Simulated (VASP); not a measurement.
# Se (R-3) in VASP: single point with PBE

Aim: the single point of Se with PBE.

Program: VASP 6.6.1. These are calculated values, not measurements. Logs are shortened: lines on timing, memory, paths and dates and some standing lists are left out, and cuts for length are marked.

## 1. The cell of the first run

The structure is trigonal, space group R-3 (No. 148). The conventional cell has a = 11.050 Å, b = 11.050 Å, c = 5.615 Å, α = 90.00°, β = 90.00°, γ = 120.00°. Se (site symmetry 1) has 2 Se at 2.40 Å within 3.2 Å.

## 2. Single point, PBE

Input file INCAR:

```
ALGO = Fast
EDIFF = 1E-6
ENCUT = 520
GGA = PE
ISIF = 2
ISMEAR = 0
LASPH = True
LCHARG = True
LELF = True
LREAL = False
LVHAR = True
LWAVE = False
NBANDS = 27
NELM = 100
PREC = Accurate
SIGMA = 0.02
```

Input file KPOINTS:

```
k-points
0
Gamma
  9 9 9
```

Input file POSCAR:

```
Se
1.0
    5.5248840856      3.1897933140      1.8715620827
   -5.5248840856      3.1897933140      1.8715620827
    0.0000000000     -6.3795866282      1.8715620826
Se
6
Direct
    0.2658128846      0.1382672718      0.8857033762
    0.8857033762      0.2658128846      0.1382672718
    0.1382672718      0.8857033762      0.2658128846
    0.7341871154      0.8617327282      0.1142966238
    0.1142966238      0.7341871154      0.8617327282
    0.8617327282      0.1142966238      0.7341871154
```

Potentials or basis: VASP PAW PBE potentials, release 64 (Se).

Command:

```bash
$ cat potpaw_PBE.64/Se/POTCAR > POTCAR
$ mpirun -np 1 vasp_std > vasp.out
```

OUTCAR:

```text
EDIFF = 1E-6
   ENCUT = 520
   GGA = PE
   ISIF = 2
   ISMEAR = 0
   LASPH = True
   LREAL = False
   NELM = 100
   PREC = Accurate

 ion  position               nearest neighbor table
   1  0.266  0.138  0.886-   5 2.40   6 2.40
   2  0.886  0.266  0.138-   4 2.40   6 2.40
   3  0.138  0.886  0.266-   4 2.40   5 2.40
   4  0.734  0.862  0.114-   2 2.40   3 2.40
   5  0.114  0.734  0.862-   1 2.40   3 2.40
   6  0.862  0.114  0.734-   1 2.40   2 2.40

  LATTYP: Found a trigonal (rhomboedric) cell.
 ALAT       =     6.6484487044
 COS(alpha) =    -0.3811336054

  Lattice vectors:

 A1 = (   5.5248840856,   3.1897933140,   1.8715620827)
 A2 = (  -5.5248840856,   3.1897933140,   1.8715620827)
 A3 = (   0.0000000000,  -6.3795866282,   1.8715620826)

Analysis of symmetry for initial positions (statically):
=====================================================================
 Subroutine PRICEL returns:
 Original cell was already a primitive cell.

 Routine SETGRP: Setting up the symmetry group for a
 trigonal (rhombohedral) supercell.

 Subroutine GETGRP returns: Found  6 space group operations
 (whereof  6 operations were pure point group operations)
 out of a pool of 12 trial point group operations.

The static configuration has the point symmetry S_6 .

Analysis of symmetry for dynamics (positions and initial velocities):
=====================================================================
 Subroutine PRICEL returns:
 Original cell was already a primitive cell.

 Routine SETGRP: Setting up the symmetry group for a
 trigonal (rhombohedral) supercell.

 Subroutine GETGRP returns: Found  6 space group operations
 (whereof  6 operations were pure point group operations)
 out of a pool of 12 trial point group operations.

The dynamic configuration has the point symmetry S_6 .

 Subroutine INISYM returns: Found  6 space group operations
 (whereof  6 operations are pure point group operations),
 and found     1 'primitive' translations

----------------------------------------------------------------------------------------

                                     Primitive cell

  volume of cell :     197.8979

  direct lattice vectors                    reciprocal lattice vectors
     5.524884086  3.189793314  1.871562083     0.090499636  0.052249989  0.178104342
    -5.524884086  3.189793314  1.871562083    -0.090499636  0.052249989  0.178104342
     0.000000000 -6.379586628  1.871562083     0.000000000 -0.104499979  0.178104342

  length of vectors
     6.648448704  6.648448704  6.648448704     0.206497947  0.206497947  0.206497947

  position of ions in fractional coordinates (direct lattice)
     0.265812885  0.138267272  0.885703376
     0.885703376  0.265812885  0.138267272
     0.138267272  0.885703376  0.265812885
     0.734187115  0.861732728  0.114296624
     0.114296624  0.734187115  0.861732728
     0.861732728  0.114296624  0.734187115

  ion indices of the primitive-cell ions
   primitive index   ion index
                 1           1
                 2           2
                 3           3
                 4           4
                 5           5
                 6           6

----------------------------------------------------------------------------------------

 KPOINTS: k-points

Automatic generation of k-mesh.
 Grid dimensions read from file:
 generate k-points for:    9    9    9

 Generating k-lattice:

  Cartesian coordinates                     Fractional coordinates (reciprocal lattice)
     0.010055515  0.005805554  0.019789371     0.111111111  0.000000000  0.000000000
    -0.010055515  0.005805554  0.019789371     0.000000000  0.111111111  0.000000000
     0.000000000 -0.011611109  0.019789371     0.000000000  0.000000000  0.111111111

  Length of vectors
     0.022944216  0.022944216  0.022944216

  Shift w.r.t. Gamma in fractional coordinates (k-lattice)
     0.000000000  0.000000000  0.000000000

 Subroutine IBZKPT returns following result:
 ===========================================

 Found    125 irreducible k-points:

 Following reciprocal coordinates:
            Coordinates               Weight
  0.000000  0.000000  0.000000      1.000000
  0.111111  0.000000  0.000000      6.000000
  0.222222  0.000000 -0.000000      6.000000
  0.333333  0.000000  0.000000      6.000000
  0.444444  0.000000 -0.000000      6.000000
  0.111111  0.111111 -0.000000      6.000000
[... 16 lines left out ...]
  0.444444  0.222222 -0.000000      6.000000
 -0.444444 -0.000000 -0.222222      6.000000
 [... further k-points ...]
   k-points           NKPTS =    125   k-points in BZ     NKDIM =    125   number of bands    NBANDS=     27
   number of dos      NEDOS =    301   number of ions     NIONS =      6
   total plane-waves  NPLWV = 125000
   dimension x,y,z NGX =    50 NGY =   50 NGZ =   50
   dimension x,y,z NGXF=   100 NGYF=  100 NGZF=  100
   ions per type =               6
   NGX,Y,Z   is equivalent  to a cutoff of  12.50, 12.50, 12.50 a.u.
   NGXF,Y,Z  is equivalent  to a cutoff of  25.01, 25.01, 25.01 a.u.
 SYSTEM =  unknown system
   PREC   = accura    normal or accurate (medium, high low for compatibility)
   ISTART =      0    job   : 0-new  1-cont  2-samecut
   ICHARG =      2    charge: 1-file 2-atom 10-const
   ISPIN  =      1    spin polarized calculation?
   LNONCOLLINEAR =      F non collinear calculations
   LSORBIT =      F    spin-orbit coupling
   LASPH  =      T    aspherical Exc in radial PAW
   ENCUT  =  520.0 eV  38.22 Ry    6.18 a.u.  12.36 12.36 12.36*2*pi/ulx,y,z
   NELM   =    100;   NELMIN=  2; NELMDL= -5     # of ELM steps
   EDIFF  = 0.1E-05   stopping-criterion for ELM
   LREAL  =      F    real-space projection
   EDIFFG = 0.1E-04   stopping-criterion for IOM
   NSW    =      0    number of steps for IOM
   IBRION =     -1    ionic relax: 0-MD 1-quasi-New 2-CG
   NFREE  =      0    steps in history (QN), initial steepest desc. (CG)
   ISIF   =      2    stress and relaxation
   ISYM   =      2    0-nonsym 1-usesym 2-fastsym
   POTIM  = 0.5000    time-step for ionic-motion
   TEBEG  =    0.0;   TEEND  =   0.0 temperature during run
   PSTRESS=    0.0 pullay stress
   NELECT =      36.0000    total number of electrons
   NUPDOWN=      -1.0000    fix difference up-down
   EMIN   =  10.00;   EMAX   =-10.00  energy-range for DOS
   EFERMI =   0.00;   METHOD = LEGACY
   ISMEAR =     0;   SIGMA  =   0.02  broadening in eV -4-tet -1-fermi 0-gaus
   EFERMI_NEDOS =   21; number of points for ismear=-14 and -15
   IALGO  =     68    algorithm
   IMIX   =      4    mixing-type and parameters
     AMIX     =   0.40;   BMIX     =  1.00
     AMIX_MAG =   1.60;   BMIX_MAG =  1.00
  volume/ion in A,a.u.               =      32.98       222.58
  Fermi-wavevector in a.u.,A,eV,Ry     =   0.927603  1.752915 11.707085  0.860446
  Thomas-Fermi vector in A             =   2.053690
   LORBIT       =      0    0 simple, 1 ext, 2 COOP (PROOUT), +10 PAW based schemes
   GGA     = PE    functional components
   LHFCALC =     F    Hartree Fock is set to
   AEXX    =    0.0000 exact exchange contribution
   IVDW    =     0    specifies the selected vdW correction
   LEPSILON=     F    determine dielectric tensor
   LRPA    =     F    only Hartree local field effects (RPA)
 non-spin polarized calculation
 RMM-DIIS sequential band-by-band and
 Gauss-broadening in eV      SIGMA  =   0.02
  energy-cutoff  :      520.00
  volume of cell :      197.90
 maximum number of plane-waves:      5351
 NGX is ok and might be reduce to    50
   NGX = 25   NGY = 25   NGZ = 25

 number of electron      36.0000002 magnetization

 Free energy of the ion-electron system (eV)
  ---------------------------------------------------
  ext. energy  EPLUGINS =         0.00000000
  ---------------------------------------------------
  free energy    TOTEN  =       -20.89938951 eV

  energy without entropy =      -20.89938951  energy(sigma->0) =      -20.89938951

 E-fermi :   0.8479     XC(G=0):  -7.8436

 val. band max:        0.7563738889   @ k =   0.4444   0.4444   0.0000
 cond. band min:       2.3160163478   @ k =  -0.3333   0.2222   0.2222
 fundamental gap:      1.5596424589
 Fermi energy:         0.8479434032

 k-point     1 :       0.0000    0.0000    0.0000
  band No.  band energies     occupation
      1     -14.3217      2.00000
      2     -12.7598      2.00000
      3     -12.7598      2.00000
      4     -10.5663      2.00000
      5     -10.5663      2.00000
      6      -9.2936      2.00000
[... 19 lines left out ...]
     26       7.3037      0.00000
     27       7.3041      0.00000

 k-point     2 :       0.1111    0.0000    0.0000
  band No.  band energies     occupation
      1     -14.3034      2.00000
      2     -12.7934      2.00000
      3     -12.7622      2.00000
      4     -10.5900      2.00000
      5     -10.5359      2.00000
      6      -9.2773      2.00000
[... 19 lines left out ...]
     26       7.3036      0.00000
     27       7.3699      0.00000

 k-point     3 :       0.2222    0.0000   -0.0000
  band No.  band energies     occupation
      1     -14.2539      2.00000
      2     -12.8797      2.00000
      3     -12.7683      2.00000
      4     -10.6460      2.00000
      5     -10.4600      2.00000
      6      -9.2418      2.00000
[... 19 lines left out ...]
     26       7.3979      0.00000
     27       7.5773      0.00000

 k-point     4 :       0.3333    0.0000    0.0000
  band No.  band energies     occupation
      1     -14.1909      2.00000
      2     -12.9813      2.00000
      3     -12.7755      2.00000
      4     -10.7037      2.00000
      5     -10.3752      2.00000
      6      -9.2110      2.00000
[... 19 lines left out ...]
     26       7.4918      0.00000
     27       7.8473      0.00000

 k-point     5 :       0.4444    0.0000   -0.0000
  band No.  band energies     occupation
      1     -14.1446      2.00000
      2     -13.0513      2.00000
      3     -12.7802      2.00000
      4     -10.7385      2.00000
      5     -10.3203      2.00000
      6      -9.1958      2.00000
[... 19 lines left out ...]
     26       7.6661      0.00000
     27       8.1483      0.00000

 k-point     6 :       0.1111    0.1111   -0.0000
  band No.  band energies     occupation
      1     -14.2761      2.00000
      2     -12.8179      2.00000
      3     -12.7872      2.00000
      4     -10.5752      2.00000
      5     -10.5245      2.00000
      6      -9.2792      2.00000
[... 444 lines left out ...]
      1     -14.1151      2.00000
      2     -13.0437      2.00000
      3     -12.8512      2.00000
      4     -10.6687      2.00000
      5     -10.3955      2.00000
      6      -9.1459      2.00000
[... 19 lines left out ...]
     26       8.0075      0.00000
     27       8.2607      0.00000

 k-point    22 :      -0.3333   -0.0000   -0.2222
  band No.  band energies     occupation
      1     -14.1150      2.00000
      2     -13.0459      2.00000
      3     -12.8490      2.00000
      4     -10.6609      2.00000
      5     -10.4060      2.00000
      6      -9.1431      2.00000
[... 19 lines left out ...]
     26       7.9905      0.00000
     27       8.2785      0.00000

 k-point    23 :       0.4444    0.2222   -0.0000
  band No.  band energies     occupation
      1     -14.0899      2.00000
      2     -13.0949      2.00000
      3     -12.8457      2.00000
      4     -10.7323      2.00000
      5     -10.3464      2.00000
      6      -9.0947      2.00000
[... 19 lines left out ...]
     26       7.5927      0.00000
     27       7.9395      0.00000

 k-point    24 :      -0.4444   -0.0000   -0.2222
  band No.  band energies     occupation
      1     -14.0892      2.00000
      2     -13.1039      2.00000
      3     -12.8366      2.00000
      4     -10.7042      2.00000
      5     -10.3879      2.00000
      6      -9.0804      2.00000
[... 19 lines left out ...]
     26       7.5862      0.00000
     27       8.1562      0.00000

 [... further k-points ...]

------------------------ aborting loop because EDIFF is reached ----------------------------------------

  FORCE on cell =-STRESS in cart. coord.  units (eV):
  Direction    XX          YY          ZZ          XY          YZ          ZX
  --------------------------------------------------------------------------------------
  -------------------------------------------------------------------------------------
  Total        0.1253872      0.1253872      0.0726710      0.0000003     -0.0000000     -0.0000000
  in kB        1.0151321      1.0151321      0.5883428      0.0000021     -0.0000000     -0.0000000
  external PRESSURE =       0.8728690 kB  Pullay stress =       0.0000000 kB

 VOLUME and BASIS-vectors are now :
 -----------------------------------------------------------------------------
  energy-cutoff  :      520.00
  volume of cell :      197.90
      direct lattice vectors                 reciprocal lattice vectors
     5.524884086  3.189793314  1.871562083     0.090499636  0.052249989  0.178104342
    -5.524884086  3.189793314  1.871562083    -0.090499636  0.052249989  0.178104342
     0.000000000 -6.379586628  1.871562083     0.000000000 -0.104499979  0.178104342

 POSITION                                       TOTAL-FORCE (eV/Angst)
 -----------------------------------------------------------------------------------
      0.70467     -4.36149      2.41391         0.005464      0.017191      0.021365
      3.42482      2.79101      2.41391        -0.017620     -0.003864      0.021365
     -4.12950      1.57048      2.41391         0.012156     -0.013328      0.021365
     -0.70467      4.36149      3.20078        -0.005464     -0.017191     -0.021365
     -3.42482     -2.79101      3.20078         0.017620      0.003864     -0.021365
      4.12950     -1.57048      3.20078        -0.012156      0.013328     -0.021365
 -----------------------------------------------------------------------------------
    total drift:                                0.000000     -0.000000      0.000000

  FREE ENERGIE OF THE ION-ELECTRON SYSTEM (eV)
  ---------------------------------------------------
  free  energy   TOTEN  =       -20.8993895098 eV

  energy  without entropy=      -20.8993895098  energy(sigma->0) =      -20.89938951
```

Wall time 6 min (1 thread of Intel Xeon 6975P-C (Granite Rapids), shared host); peak memory 0.66 GiB.

What came out:

- Free energy: -20.8994 eV
- Pressure: 0.1 GPa
- Largest force: 0.028 eV/Å
- Band gap on the k mesh: 1.56 eV (least direct gap 1.67 eV)

Forces in eV/Å, atoms in the order of the input:
```
Se   0.005  0.017  0.021
Se  -0.018 -0.004  0.021
Se   0.012 -0.013  0.021
Se  -0.005 -0.017 -0.021
Se   0.018  0.004 -0.021
Se  -0.012  0.013 -0.021
```

Caveat: this functional lacks dispersion, which holds the molecules together, so the pressure and a relaxed volume are unreliable; an odd mesh through Γ misses points on the zone boundary, where band edges can lie.
